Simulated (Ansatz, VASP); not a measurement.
One calculation of Ta, two programs

File INCAR:

```
SYSTEM = Ta
ALGO     = Fast           ! electronic algorithm
EDIFF    = 1E-7           ! SCF threshold, eV
ENCUT    = 520            ! plane-wave cutoff, eV
GGA      = PS             ! functional
ISIF     = 2              ! what is computed and relaxed
ISMEAR   = 0              ! smearing method
LASPH    = .TRUE.         ! aspherical terms in the spheres
LCHARG   = .FALSE.        ! write CHGCAR
LREAL    = .FALSE.        ! projectors in reciprocal space
LWAVE    = .FALSE.        ! write WAVECAR
NBANDS   = 12             ! bands
NELM     = 80             ! most SCF steps
PREC     = Accurate       ! precision mode
SIGMA    = 0.15           ! smearing width, eV
```

Contents of KPOINTS:

```
k-points
0
G
  22 22 22
  0 0 0
```

POSCAR

```
Ta
1.0
   -1.7687878450      1.7687878450      1.5232800921
    1.7687878450     -1.7687878450      1.5232800921
    1.7687878450      1.7687878450     -1.5232800921
Ta
1
Direct
    0.0000000000      0.0000000000      0.0000000000
```

Input for Ansatz:

```yaml
crystal:
  lattice:
    - [-1.768787845, 1.768787845, 1.5232800921]
    - [1.768787845, -1.768787845, 1.5232800921]
    - [1.768787845, 1.768787845, -1.5232800921]
  atoms:
    - { symbol: Ta, position: [0.0, 0.0, 0.0] }
basis:
  ecutwfc: 420
kpoints:
  mp_grid: { grid: [22, 22, 22] }
hamiltonian:
  xc: pbesol
  pseudopotentials: { kind: paw, azcp: { folder: soft_1 } }
scf:
  occupations: { method: gaussian, width: 0.15 }
output:
  forces: true
  stress: true
  eigenvalues: true
```

Alike in both runs: task single point; functional PBEsol; k mesh 22 × 22 × 22; occupations gaussian, width 0.15 eV; no spin polarisation.

```csv
,VASP,Ansatz
version,VASP 6.6.1,Ansatz 0.2.0
potentials or method,"VASP PAW PBE potentials, release 64 (Ta_pv), cutoff 520 eV","scalar-relativistic, plane waves, PAW"
valence electrons in the cell,11,13
```

Ansatz gave:

```
gap on the k mesh at the Fermi level (eV)                     : none
pressure (GPa)                                                : -11.9
traceless stress, the component that is largest in VASP (GPa) : 5.60
```

Task: What did VASP give for the same quantities?

Result: gap on the k mesh at the Fermi level (eV): none; pressure (GPa): -11.8; traceless stress, the component that is largest in VASP (GPa): 5.61.

VASP's potentials were made for PBE, not for PBEsol, and Ansatz warns of the same on its side. A gap of «none» marks a metal or a gap that the smearing closes. The functional is the same, so the differences come from potentials, cutoffs and numerics. VASP's potentials hold 11 valence electrons a cell and Ansatz's 13, so a difference there can come from the potentials and not from the codes.

Spin-orbit coupling is off throughout.
